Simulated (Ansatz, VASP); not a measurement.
**Two plane-wave programs on Os**

```
Os
1.0
     2.72018    0.00000    0.00000
    -1.36009    2.35575    0.00000
     0.00000    0.00000    6.59547
Os
3
Direct
  0.33333 0.00000 0.33333
  0.00000 0.33333 0.66667
  0.66667 0.66667 0.00000
```

Alike in both runs: functional r2SCAN; k mesh 6 × 6 × 4; occupations gaussian, width 0.1 eV; no spin polarisation.

Ansatz relaxed the structure, and its values are those at the end. VASP's run is a single point on that final structure, the one shown.

```csv
,VASP,Ansatz
version,VASP 6.6.1,Ansatz 0.2.0
potentials or method,"VASP PAW PBE potentials, release 64 (Os_sv_GW), cutoff 620 eV","scalar-relativistic, plane waves, PAW"
valence electrons in the cell,48,48
```

Ansatz gave:

| Quantity | Value |
| --- | --- |
| gap on the k mesh at the Fermi level (eV) | none |
| pressure (GPa) | 0.0 |

Problem. Which values does VASP return?

Solution. gap on the k mesh at the Fermi level (eV): none; pressure (GPa): -0.7.

VASP's potentials were made for PBE, not for r2SCAN. A gap of «none» marks a metal or a gap that the smearing closes.

The k mesh is coarse, so the values compare programs but aren't converged. Spin-orbit coupling is off throughout.
